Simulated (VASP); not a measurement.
# YN (R-3m) in VASP: relaxation of the atoms with PBEsol

Aim: the relaxation of the atoms of YN with PBEsol.

All numbers are computed with VASP 6.6.1; they aren't measurements. Logs are shortened: lines on timing, memory, paths and dates and some standing lists are left out, and cuts for length are marked.

## (1) The cell of the first run

The structure is trigonal, space group R-3m (No. 166). The conventional cell has a = 3.469 Å, b = 3.469 Å, c = 8.377 Å, α = 90.00°, β = 90.00°, γ = 120.00°. Within 3.2 Å of Y (site symmetry -3m) lie 6 N at 2.44 Å. Within 3.2 Å of N (site symmetry -3m) lie 6 Y at 2.44 Å.

## (2) Relaxation of the atoms, PBEsol (strained cell)

File INCAR:

```
PREC = Accurate ; ENCUT = 520
EDIFF = 1E-7 ; ISMEAR = 0
SIGMA = 0.01 ; LREAL = False
LASPH = True ; NELM = 120
ALGO = Normal ; ISIF = 2
LWAVE = False ; LCHARG = False
GGA = PS ; IBRION = 2
NSW = 60 ; EDIFFG = -0.002
GGA_COMPAT = False ; NELMIN = 4
```

File KPOINTS:

```
regular mesh
0
Gamma
  12 12 12
```

File POSCAR:

```
YN
1.0
   -0.0230148852      2.4296039373      2.4296039373
    2.4296039373     -0.0230148852      2.4296039373
    2.4296039373      2.4296039373     -0.0230148852
Y N
1 1
Direct
    0.0000000000      0.0000000000      0.0000000000
    0.5000000000      0.5000000000      0.5000000000
```

Potentials or basis: VASP PAW PBE potentials, release 64 (Y_sv, N).

The run is started by

```console
> cat potpaw_PBE.64/Y_sv/POTCAR potpaw_PBE.64/N/POTCAR > POTCAR
> mpirun -np 1 vasp_std > vasp.out
```

OUTCAR:

```text
PREC = Accurate
   ENCUT = 520
   EDIFF = 1E-7
   ISMEAR = 0
   LREAL = False
   LASPH = True
   NELM = 120
   ISIF = 2
   GGA = PS
   IBRION = 2
   NSW = 60
   EDIFFG = -0.002
   NELMIN = 4

 ion  position               nearest neighbor table
   1  0.000  0.000  0.000-   2 2.44   2 2.44   2 2.44   2 2.44   2 2.44   2 2.44
   2  0.500  0.500  0.500-   1 2.44   1 2.44   1 2.44   1 2.44   1 2.44   1 2.44

  LATTYP: Found a trigonal (rhomboedric) cell.
 ALAT       =     3.4360559177
 COS(alpha) =     0.4905053029

  Lattice vectors:

 A1 = (  -0.0230148852,   2.4296039373,   2.4296039373)
 A2 = (   2.4296039373,  -0.0230148852,   2.4296039373)
 A3 = (   2.4296039373,   2.4296039373,  -0.0230148852)

Analysis of symmetry for initial positions (statically):
=====================================================================
 Subroutine PRICEL returns:
 Original cell was already a primitive cell.

 Routine SETGRP: Setting up the symmetry group for a
 trigonal (rhombohedral) supercell.

 Subroutine GETGRP returns: Found 12 space group operations
 (whereof 12 operations were pure point group operations)
 out of a pool of 12 trial point group operations.

The static configuration has the point symmetry D_3d.

Analysis of symmetry for dynamics (positions and initial velocities):
=====================================================================
 Subroutine PRICEL returns:
 Original cell was already a primitive cell.

 Routine SETGRP: Setting up the symmetry group for a
 trigonal (rhombohedral) supercell.

 Subroutine GETGRP returns: Found 12 space group operations
 (whereof 12 operations were pure point group operations)
 out of a pool of 12 trial point group operations.

The dynamic configuration has the point symmetry D_3d.

 Subroutine INISYM returns: Found 12 space group operations
 (whereof 12 operations are pure point group operations),
 and found     1 'primitive' translations

----------------------------------------------------------------------------------------

                                     Primitive cell

  volume of cell :      29.0913

  direct lattice vectors                    reciprocal lattice vectors
    -0.023014885  2.429603937  2.429603937    -0.202893557  0.204833885  0.204833885
     2.429603937 -0.023014885  2.429603937     0.204833885 -0.202893557  0.204833885
     2.429603937  2.429603937 -0.023014885     0.204833885  0.204833885 -0.202893557

  length of vectors
     3.436055918  3.436055918  3.436055918     0.353665996  0.353665996  0.353665996

  position of ions in fractional coordinates (direct lattice)
     0.000000000  0.000000000  0.000000000
     0.500000000  0.500000000  0.500000000

  ion indices of the primitive-cell ions
   primitive index   ion index
                 1           1
                 2           2

----------------------------------------------------------------------------------------

 KPOINTS: regular mesh

Automatic generation of k-mesh.
 Grid dimensions read from file:
 generate k-points for:   12   12   12

 Generating k-lattice:

  Cartesian coordinates                     Fractional coordinates (reciprocal lattice)
    -0.016907796  0.017069490  0.017069490     0.083333333 -0.000000000 -0.000000000
     0.017069490 -0.016907796  0.017069490    -0.000000000  0.083333333 -0.000000000
     0.017069490  0.017069490 -0.016907796    -0.000000000 -0.000000000  0.083333333

  Length of vectors
     0.029472166  0.029472166  0.029472166

  Shift w.r.t. Gamma in fractional coordinates (k-lattice)
     0.000000000  0.000000000  0.000000000

 Subroutine IBZKPT returns following result:
 ===========================================

 Found    189 irreducible k-points:

 Following reciprocal coordinates:
            Coordinates               Weight
  0.000000  0.000000  0.000000      1.000000
  0.083333  0.000000  0.000000      6.000000
  0.166667 -0.000000 -0.000000      6.000000
  0.250000 -0.000000 -0.000000      6.000000
  0.333333 -0.000000 -0.000000      6.000000
  0.416667  0.000000 -0.000000      6.000000
[... 16 lines left out ...]
  0.500000  0.166667  0.000000     12.000000
 -0.416667  0.166667 -0.000000     12.000000
 [... further k-points ...]
   k-points           NKPTS =    189   k-points in BZ     NKDIM =    189   number of bands    NBANDS=     12
   number of dos      NEDOS =    301   number of ions     NIONS =      2
   total plane-waves  NPLWV =  21952
   dimension x,y,z NGX =    28 NGY =   28 NGZ =   28
   dimension x,y,z NGXF=    56 NGYF=   56 NGZF=   56
   ions per type =               1   1
   NGX,Y,Z   is equivalent  to a cutoff of  13.55, 13.55, 13.55 a.u.
   NGXF,Y,Z  is equivalent  to a cutoff of  27.09, 27.09, 27.09 a.u.
 SYSTEM =  unknown system
   PREC   = accura    normal or accurate (medium, high low for compatibility)
   ISTART =      0    job   : 0-new  1-cont  2-samecut
   ICHARG =      2    charge: 1-file 2-atom 10-const
   ISPIN  =      1    spin polarized calculation?
   LNONCOLLINEAR =      F non collinear calculations
   LSORBIT =      F    spin-orbit coupling
   LASPH  =      T    aspherical Exc in radial PAW
   ENCUT  =  520.0 eV  38.22 Ry    6.18 a.u.   6.39  6.39  6.39*2*pi/ulx,y,z
   NELM   =    120;   NELMIN=  4; NELMDL= -5     # of ELM steps
   EDIFF  = 0.1E-06   stopping-criterion for ELM
   LREAL  =      F    real-space projection
   EDIFFG = -.2E-02   stopping-criterion for IOM
   NSW    =     60    number of steps for IOM
   IBRION =      2    ionic relax: 0-MD 1-quasi-New 2-CG
   NFREE  =      1    steps in history (QN), initial steepest desc. (CG)
   ISIF   =      2    stress and relaxation
   ISYM   =      2    0-nonsym 1-usesym 2-fastsym
   POTIM  = 0.5000    time-step for ionic-motion
   TEBEG  =    0.0;   TEEND  =   0.0 temperature during run
   PSTRESS=    0.0 pullay stress
   NELECT =      16.0000    total number of electrons
   NUPDOWN=      -1.0000    fix difference up-down
   EMIN   =  10.00;   EMAX   =-10.00  energy-range for DOS
   EFERMI =   0.00;   METHOD = LEGACY
   ISMEAR =     0;   SIGMA  =   0.01  broadening in eV -4-tet -1-fermi 0-gaus
   EFERMI_NEDOS =   21; number of points for ismear=-14 and -15
   IALGO  =     38    algorithm
   IMIX   =      4    mixing-type and parameters
     AMIX     =   0.40;   BMIX     =  1.00
     AMIX_MAG =   1.60;   BMIX_MAG =  1.00
  volume/ion in A,a.u.               =      14.55        98.16
  Fermi-wavevector in a.u.,A,eV,Ry     =   1.341303  2.534695 24.478158  1.799094
  Thomas-Fermi vector in A             =   2.469547
   LORBIT       =      0    0 simple, 1 ext, 2 COOP (PROOUT), +10 PAW based schemes
   GGA     = PS    functional components
   LHFCALC =     F    Hartree Fock is set to
   AEXX    =    0.0000 exact exchange contribution
   IVDW    =     0    specifies the selected vdW correction
   LEPSILON=     F    determine dielectric tensor
   LRPA    =     F    only Hartree local field effects (RPA)
 conjugate gradient relaxation of ions
 non-spin polarized calculation
 Gauss-broadening in eV      SIGMA  =   0.01
  energy-cutoff  :      520.00
  volume of cell :       29.09
 maximum number of plane-waves:       797
 NGX is ok and might be reduce to    28
   NGX = 13   NGY = 13   NGZ = 13

 number of electron      16.0000002 magnetization

 Free energy of the ion-electron system (eV)
  ---------------------------------------------------
  ext. energy  EPLUGINS =         0.00000000
  ---------------------------------------------------
  free energy    TOTEN  =       -19.12414203 eV

  energy without entropy =      -19.12414202  energy(sigma->0) =      -19.12414202

 E-fermi :   4.1009     XC(G=0): -11.4664

 val. band max:        4.0717221432   @ k =   0.0000   0.0000   0.0000
 cond. band min:       4.1318731850   @ k =   0.5000   0.5000  -0.0000
 fundamental gap:      0.0601510418
 Fermi energy:         4.1009286861

 k-point     1 :       0.0000    0.0000    0.0000
  band No.  band energies     occupation
      1     -36.6436      2.00000
      2     -16.3108      2.00000
      3     -16.3108      2.00000
      4     -16.3018      2.00000
      5      -8.8454      2.00000
      6       4.0120      2.00000
      7       4.0120      2.00000
      8       4.0717      1.99996
      9       7.0682      0.00000
     10       7.0682      0.00000
     11       7.2431      0.00000
     12       8.1547      0.00000

 k-point     2 :       0.0833    0.0000    0.0000
  band No.  band energies     occupation
      1     -36.6355      2.00000
      2     -16.4005      2.00000
      3     -16.3161      2.00000
      4     -16.3089      2.00000
      5      -8.7186      2.00000
      6       3.5517      2.00000
      7       3.7603      2.00000
      8       3.8223      2.00000
      9       7.1493      0.00000
     10       7.2457      0.00000
     11       7.4112      0.00000
     12       8.5629      0.00000

 k-point     3 :       0.1667   -0.0000   -0.0000
  band No.  band energies     occupation
      1     -36.6134      2.00000
      2     -16.6363      2.00000
      3     -16.3304      2.00000
      4     -16.3258      2.00000
      5      -8.3795      2.00000
      6       2.5767      2.00000
      7       3.2034      2.00000
      8       3.2796      2.00000
      9       7.3150      0.00000
     10       7.7200      0.00000
     11       7.8740      0.00000
     12       9.5157      0.00000

 k-point     4 :       0.2500   -0.0000   -0.0000
  band No.  band energies     occupation
      1     -36.5829      2.00000
      2     -16.9349      2.00000
      3     -16.3498      2.00000
      4     -16.3486      2.00000
      5      -7.9275      2.00000
      6       1.5491      2.00000
      7       2.6138      2.00000
      8       2.7034      2.00000
      9       7.6569      0.00000
     10       8.4170      0.00000
     11       8.5736      0.00000
     12      10.5389      0.00000

 k-point     5 :       0.3333   -0.0000   -0.0000
  band No.  band energies     occupation
      1     -36.5521      2.00000
      2     -17.2115      2.00000
      3     -16.3711      2.00000
      4     -16.3691      2.00000
      5      -7.4779      2.00000
      6       0.6782      2.00000
      7       2.1342      2.00000
      8       2.2339      2.00000
      9       8.2592      0.00000
     10       9.2412      0.00000
     11       9.4086      0.00000
     12      11.2059      0.00000
[... 228 lines left out ...]
      1     -36.5517      2.00000
      2     -17.0240      2.00000
      3     -16.4548      2.00000
      4     -16.4511      2.00000
      5      -7.8252      2.00000
      6       1.1413      2.00000
      7       2.6229      2.00000
      8       3.0021      2.00000
      9       6.3051      0.00000
     10       9.8332      0.00000
     11      10.0507      0.00000
     12      10.3985      0.00000

 k-point    22 :       0.4167    0.1667    0.0000
  band No.  band energies     occupation
      1     -36.5265      2.00000
      2     -17.2166      2.00000
      3     -16.4992      2.00000
      4     -16.4627      2.00000
      5      -7.5638      2.00000
      6       0.8246      2.00000
      7       2.1535      2.00000
      8       2.5615      2.00000
      9       6.9487      0.00000
     10      10.3000      0.00000
     11      10.6670      0.00000
     12      11.2674      0.00000

 k-point    23 :       0.5000    0.1667    0.0000
  band No.  band energies     occupation
      1     -36.5109      2.00000
      2     -17.3293      2.00000
      3     -16.5483      2.00000
      4     -16.4544      2.00000
      5      -7.3763      2.00000
      6       0.5610      2.00000
      7       1.9806      2.00000
      8       2.2138      2.00000
      9       7.8413      0.00000
     10      10.0912      0.00000
     11      10.7663      0.00000
     12      12.0150      0.00000

 k-point    24 :      -0.4167    0.1667   -0.0000
  band No.  band energies     occupation
      1     -36.5091      2.00000
      2     -17.3408      2.00000
      3     -16.5854      2.00000
      4     -16.4292      2.00000
      5      -7.3069      2.00000
      6       0.4361      2.00000
      7       1.9976      2.00000
      8       2.0784      2.00000
      9       8.8393      0.00000
     10       9.3894      0.00000
     11      10.3035      0.00000
     12      12.0943      0.00000

 [... further k-points ...]

------------------------ aborting loop because EDIFF is reached ----------------------------------------

  FORCE on cell =-STRESS in cart. coord.  units (eV):
  Direction    XX          YY          ZZ          XY          YZ          ZX
  --------------------------------------------------------------------------------------
  -------------------------------------------------------------------------------------
  Total       -0.5029035     -0.5029035     -0.5029035      0.2106642      0.2106642      0.2106642
  in kB      -27.6969239    -27.6969239    -27.6969239     11.6021251     11.6021251     11.6021251
  external PRESSURE =     -27.6969239 kB  Pullay stress =       0.0000000 kB

 VOLUME and BASIS-vectors are now :
 -----------------------------------------------------------------------------
  energy-cutoff  :      520.00
  volume of cell :       29.09
      direct lattice vectors                 reciprocal lattice vectors
    -0.023014885  2.429603937  2.429603937    -0.202893557  0.204833885  0.204833885
     2.429603937 -0.023014885  2.429603937     0.204833885 -0.202893557  0.204833885
     2.429603937  2.429603937 -0.023014885     0.204833885  0.204833885 -0.202893557

 POSITION                                       TOTAL-FORCE (eV/Angst)
 -----------------------------------------------------------------------------------
      0.00000      0.00000      0.00000         0.000000     -0.000000     -0.000000
      2.41810      2.41810      2.41810         0.000000      0.000000      0.000000
 -----------------------------------------------------------------------------------
    total drift:                                0.000000      0.000000      0.000000

  FREE ENERGIE OF THE ION-ELECTRON SYSTEM (eV)
  ---------------------------------------------------
  free  energy   TOTEN  =       -19.1241420254 eV

  energy  without entropy=      -19.1241420240  energy(sigma->0) =      -19.12414202

 reached required accuracy - stopping structural energy minimisation
```

Run time: 2.8 min. Hardware: 1 thread of Intel Xeon 8259CL, shared host; peak memory 0.24 GiB.

What came out:

| Property | Result |
| --- | --- |
| Free energy | -19.1241 eV |
| Pressure after relaxing | -2.8 GPa |
| Band gap on the k mesh | 0.06 eV (least direct gap 0.46 eV) |

Stress tensor (GPa, compression positive):
```
-2.77  1.16  1.16
 1.16 -2.77  1.16
 1.16  1.16 -2.77
```

Final structure:
```
Y N
1.0
    -0.02301    2.42960    2.42960
     2.42960   -0.02301    2.42960
     2.42960    2.42960   -0.02301
Y N
1 1
Direct
  0.00000 0.00000 0.00000
  0.50000 0.50000 0.50000
```

Caveat: the cell differs from its parent crystal (strained cell); semilocal functionals underestimate gaps, and a narrow one can read as zero; the PAW data sets were made with another functional, which shifts forces and pressure a little.
